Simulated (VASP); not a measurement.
# Cd: single point with PBE

The system is Cd, a slab with vacuum.

```
Cd
1.0
     3.60390    0.00000    0.00000
     0.00000    3.60390    0.00000
     0.00000    0.00000   19.60390
Cd
3
Direct
  0.00000 0.00000 0.40808
  0.50000 0.50000 0.50000
  0.00000 0.00000 0.59192
```

| Property | Result |
| --- | --- |
| Program | VASP 6.6.1 |
| Task | single point |
| Functional | PBE |
| Potentials or basis | VASP PAW PBE potentials, release 64 (Cd) |
| Cutoff | 520 eV |
| k mesh | 10 × 10 × 1 |
| Occupations | fermi-dirac, width 0.05 eV |
| Spin | no spin polarisation |
| Dipole correction | yes |
| k mesh for the DOS | 15 × 15 × 1 |
| Occupations for the DOS | tetrahedron |
| Further INCAR settings | ALGO = Normal; EDIFF = 1e-06 |

```json
{"Valence electrons inside the program's atomic spheres": "Cd 10.27, 10.29 (each value once)"}
```

Levels at points of the mesh, in eV from the Fermi level:
```tsv
k point	band 14	band 15	band 16	band 17	band 18	band 19	band 20	band 21	band 22
(0.00, 0.00, 0.00)	-8.11	-8.05	-7.07	-4.30	-0.93	1.76	3.67	4.38	4.75
```

It took 3.8 min on 1 thread of Intel(R) Xeon(R) Platinum 8259CL CPU @ 2.50GHz (Skylake/Cascade Lake) (shared host), peak memory 0.39 GiB.
